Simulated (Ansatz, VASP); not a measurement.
## TlBr: VASP beside Ansatz

```
CELL_PARAMETERS angstrom
4.03237 0.00000 0.00000
0.00000 4.03237 0.00000
0.00000 0.00000 4.03237
ATOMIC_POSITIONS crystal
Tl 0.00000 0.00000 0.00000
Br 0.50000 0.50000 0.50000
```

Alike in both runs: task relaxation of cell and atoms; functional LDA; k mesh 6 × 6 × 6; occupations fermi-dirac, width 0.02 eV; no spin polarisation.

|  | VASP | Ansatz |
| --- | --- | --- |
| version | VASP 6.6.1 | Ansatz 0.2.0 |
| potentials or method | VASP PAW LDA potentials, release 64 (Tl_d, Br), cutoff 500 eV | all-electron LAPW, scalar-relativistic |

|  | VASP | Ansatz | Ansatz less VASP |
| --- | --- | --- | --- |
| relaxed volume (Å³/atom) | 28.36 | 28.33 | -0.030 |
| relaxed cell length with the largest relative difference (Å) | 3.842 | 3.841 | -0.0014 |

LDA's correlation is that of Perdew and Zunger in VASP and of Perdew and Wang (1992) in Ansatz. Ansatz ran all-electron here, and VASP with PAW potentials.

Spin-orbit coupling is off throughout.
